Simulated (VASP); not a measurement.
The system is NaCdI3.

```
Na Cd I
1.0
     5.91835    0.00000    0.00000
     0.00000    5.91835    0.00000
     0.00000    0.00000    5.91835
Na Cd I
1 1 3
Direct
  0.00000 0.00000 0.00000
  0.50000 0.50000 0.50000
  0.50000 0.50000 0.00000
  0.50000 0.00000 0.50000
  0.00000 0.50000 0.50000
```

Base run:

| Item | Value |
| --- | --- |
| Program | VASP 6.6.1 |
| Functional | PBE |
| Potentials or basis | VASP PAW PBE potentials, release 64 (Na_pv, Cd, I) |
| Cutoff | 520 eV |
| k mesh | 4 × 4 × 4 |
| Occupations | fermi-dirac, width 0.02 eV |
| Spin | no spin polarisation |

Its results: band gap on the k mesh zero (bands 20 and 21 overlap by 0.27 eV); pressure 0.5 GPa.

Q: The run is repeated on the same cell with these changes: functional from PBE to r2SCAN; further incar settings from ALGO = Normal; EDIFF = 1e-07; NBANDS = 28 to ALGO = Normal; EDIFF = 1e-06; NBANDS = 28. What comes out?

A: Band gap on the k mesh 0.16 eV (least direct gap 0.71 eV); pressure 0.1 GPa.

Caveats: spin-orbit coupling is left out, which moves the levels of the heavy elements; the PAW data sets were made with another functional, which shifts forces and pressure a little (at least some runs).

A k mesh can miss the band edges.
